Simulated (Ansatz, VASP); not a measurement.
**One calculation of Sb, two programs**

File INCAR:

```
SYSTEM = Sb
PREC     = Accurate       ! precision mode
ENCUT    = 520            ! plane-wave cutoff, eV
EDIFF    = 1E-7           ! SCF threshold, eV
ISMEAR   = -1             ! smearing method
SIGMA    = 0.05           ! smearing width, eV
LREAL    = Auto         
LASPH    = .True.         ! aspherical terms in the spheres
NELM     = 80             ! most SCF steps
ALGO     = Normal         ! electronic algorithm
ISIF     = 2              ! what is computed and relaxed
LWAVE    = .False.        ! write WAVECAR
LCHARG   = .True.         ! write CHGCAR
GGA      = PE             ! functional
IVDW     = 12             ! dispersion correction
LELF     = .True.         ! ELF
LVHAR    = .True.       
NBANDS   = 54             ! bands
```

The input KPOINTS:

```
Automatic mesh
0
Gamma
  4 4 4
  0 0 0
```

File POSCAR:

```
Sb
1.0
    4.3338661913      2.5021588122      7.4279301188
   -4.3338661913      2.5021588122      7.4279301188
    0.0000000000     -5.0043176244      7.4279301188
Sb
16
Direct
    0.1177393772      0.1177393772      0.1177393772
    0.3822606228      0.3822606228      0.3822606228
    0.1177393772      0.1177393772      0.6177393772
    0.3822606228      0.3822606228      0.8822606228
    0.1177393772      0.6177393772      0.1177393772
    0.3822606228      0.8822606228      0.3822606228
    0.1177393772      0.6177393772      0.6177393772
    0.3822606228      0.8822606228      0.8822606228
    0.6177393772      0.1177393772      0.1177393772
    0.8822606228      0.3822606228      0.3822606228
    0.6177393772      0.1177393772      0.6177393772
    0.8822606228      0.3822606228      0.8822606228
    0.6177393772      0.6177393772      0.1177393772
    0.8822606228      0.8822606228      0.3822606228
    0.6177393772      0.6177393772      0.6177393772
    0.8822606228      0.8822606228      0.8822606228
```

Input for Ansatz:

```yaml
crystal:
  lattice:
    - [4.3338661913, 2.5021588122, 7.4279301188]
    - [-4.3338661913, 2.5021588122, 7.4279301188]
    - [0.0, -5.0043176244, 7.4279301188]
  atoms:
    - { symbol: Sb, position: [0.1177393772, 0.1177393772, 0.1177393772] }
    - { symbol: Sb, position: [0.3822606228, 0.3822606228, 0.3822606228] }
    - { symbol: Sb, position: [0.1177393772, 0.1177393772, 0.6177393772] }
    - { symbol: Sb, position: [0.3822606228, 0.3822606228, 0.8822606228] }
    - { symbol: Sb, position: [0.1177393772, 0.6177393772, 0.1177393772] }
    - { symbol: Sb, position: [0.3822606228, 0.8822606228, 0.3822606228] }
    - { symbol: Sb, position: [0.1177393772, 0.6177393772, 0.6177393772] }
    - { symbol: Sb, position: [0.3822606228, 0.8822606228, 0.8822606228] }
    - { symbol: Sb, position: [0.6177393772, 0.1177393772, 0.1177393772] }
    - { symbol: Sb, position: [0.8822606228, 0.3822606228, 0.3822606228] }
    - { symbol: Sb, position: [0.6177393772, 0.1177393772, 0.6177393772] }
    - { symbol: Sb, position: [0.8822606228, 0.3822606228, 0.8822606228] }
    - { symbol: Sb, position: [0.6177393772, 0.6177393772, 0.1177393772] }
    - { symbol: Sb, position: [0.8822606228, 0.8822606228, 0.3822606228] }
    - { symbol: Sb, position: [0.6177393772, 0.6177393772, 0.6177393772] }
    - { symbol: Sb, position: [0.8822606228, 0.8822606228, 0.8822606228] }
basis:
  ecutwfc: 420
  ecutrho_ratio: 4
kpoints:
  mp_grid: { grid: [4, 4, 4] }
hamiltonian:
  xc: pbe
  dispersion: d3bj
scf:
  occupations: { method: fermi_dirac, width: 0.05 }
output:
  forces: true
  stress: false
  eigenvalues: true
  core_levels: { shells: { Sb: "3d" }, counted_from: fermi_level, add_spin: always }
```

Alike in both runs: task single point; functional PBE; dispersion D3(BJ); k mesh 4 × 4 × 4; occupations fermi-dirac, width 0.05 eV; no spin polarisation.

|  | VASP | Ansatz |
| --- | --- | --- |
| version | VASP 6.6.1 | Ansatz 0.2.0 |
| potentials or method | VASP PAW PBE potentials, release 64 (Sb), cutoff 520 eV | scalar-relativistic, plane waves, PAW |
| valence electrons in the cell | 80 | 240 |

VASP gave:

| Quantity | Value |
| --- | --- |
| gap on the k mesh at the Fermi level (eV) | none |
| rms of the force components (eV/Å) | 0.003 |

What did Ansatz give for the same quantities?

gap on the k mesh at the Fermi level (eV): none; rms of the force components (eV/Å): 0.020.

Atom by atom the forces differ by 0.018 eV/Å (rms over components). A gap of «none» marks a metal or a gap that the smearing closes. VASP's potentials hold 80 valence electrons a cell and Ansatz's 240, so a difference there can come from the potentials and not from the codes.

Neither program's run includes spin-orbit coupling.
